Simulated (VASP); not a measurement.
A run of VASP 6.6.1:

Contents of INCAR:

```
ALGO = Normal ; EDIFF = 1E-6
ENCUT = 500 ; GGA = RE
GGA_COMPAT = F ; ISIF = 2
ISMEAR = 0 ; LASPH = T
LCHARG = F ; LREAL = F
LWAVE = F ; NBANDS = 21
NELM = 120 ; PREC = Accurate
SIGMA = 0.1
```

Contents of KPOINTS:

```
k-points
0
Gamma
  3 3 2
```

File POSCAR:

```
Ge
1.0
   -2.4501379955      2.6022618541      1.4106018924
    2.4501379955     -2.6022618541      1.4106018924
    2.4501379955      2.6022618541     -1.4106018924
Ge
2
Direct
    0.1859430000      0.9359430000      0.2500000000
    0.8140570000      0.0640570000      0.7500000000
```

Potentials or basis: VASP PAW PBE potentials, release 64 (Ge_d).

Command:

```console
$ cat potpaw_PBE.64/Ge_d/POTCAR > POTCAR
$ mpirun -np 1 vasp_std > vasp.out
```

Hardware: 1 thread of Intel(R) Xeon(R) Platinum 8488C (Sapphire Rapids), with other jobs on the host.

Q: Estimate the wall time of this run.

A: Wall time 5.7 s on 1 thread of Intel(R) Xeon(R) Platinum 8488C (Sapphire Rapids), with other jobs on the host, peak memory 0.14 GiB. Counts: scf iterations 10, k points 10.
